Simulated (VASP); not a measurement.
Here is a VASP 6.6.1 calculation.

Contents of POSCAR:

```
ZrN
1.0
    0.0000000000      2.2888050884      2.2888050884
    2.2888050884      0.0000000000      2.2888050884
    2.2888050884      2.2888050884      0.0000000000
Zr N
1 1
Direct
    0.0000000000      0.0000000000      0.0000000000
    0.5000000000      0.5000000000      0.5000000000
```

The input INCAR.step1:

```
PREC = Accurate ; ENCUT = 660
ISMEAR = 0 ; SIGMA = 0.1
LREAL = F ; LASPH = T
NELM = 120 ; NBANDS = 16
GGA = PE ; ALGO = Normal
EDIFF = 1E-5 ; LWAVE = T
LCHARG = F ; GGA_COMPAT = F
```

The input INCAR.step2:

```
PREC = Accurate ; ENCUT = 660
EDIFF = 1E-6 ; ISMEAR = 0
SIGMA = 0.1 ; LREAL = F
LASPH = T ; NELM = 120
ALGO = Normal ; ISIF = 2
LWAVE = F ; LCHARG = F
METAGGA = R2SCAN ; LMIXTAU = T
LUSE_VDW = T ; IVDW_NL = 2
BPARAM = 11.95 ; CPARAM = 0.0093
NBANDS = 16 ; ISTART = 1
GGA_COMPAT = F
```

KPOINTS

```
Automatic mesh
0
Gamma
  16 16 16
```

Potentials or basis: VASP PAW PBE potentials, release 64 (Zr_sv, N).

The run is started by

```console
$ cat potpaw_PBE.64/Zr_sv/POTCAR potpaw_PBE.64/N/POTCAR > POTCAR
$ cp INCAR.step1 INCAR
$ mpirun -np 1 vasp_std > vasp.out
$ cp INCAR.step2 INCAR
$ mpirun -np 1 vasp_std > vasp.out
```

(1) Estimate the pressure.

(2) Predict the band gap on the k mesh.

## Answers

(1) 0.5 GPa.

(2) zero (an odd number of electrons rules out a gap without spin polarisation).

Caveat: the PAW data sets were made with another functional, which shifts forces and pressure a little; an odd number of electrons without spin polarisation forces a metal; a magnetic or distorted state may lie lower.
